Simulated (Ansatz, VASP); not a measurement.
One calculation of Si2Sn, two programs

```
Si Sn
1.0
     5.17634    0.00000    0.00000
    -2.58817    4.48284    0.00000
     0.00000    0.00000    5.66119
Si Sn
4 2
Direct
  0.50000 0.00000 0.50000
  0.00000 0.50000 0.50000
  0.50000 0.50000 0.50000
  0.00000 0.00000 0.00000
  0.33333 0.66667 0.00000
  0.66667 0.33333 0.00000
```

Alike in both runs: functional PBE; k mesh 4 × 4 × 3; occupations gaussian, width 0.2 eV; no spin polarisation.

Ansatz relaxed the structure, and its values are those at the end. VASP's run is a single point on that final structure, the one shown.

```csv
,VASP,Ansatz
version,VASP 6.6.1,Ansatz 0.2.0
potentials or method,"VASP PAW PBE potentials, release 64 (Si, Sn_d), cutoff 500 eV","scalar-relativistic, plane waves, PAW"
valence electrons in the cell,44,44
```

```csv
,VASP,Ansatz,Ansatz less VASP
gap on the k mesh at the Fermi level (eV),none,none,-
pressure (GPa),0.4,0.4,+0.03
```

A gap of «none» marks a metal or a gap that the smearing closes.

The k mesh is coarse, so the values compare programs but aren't converged.
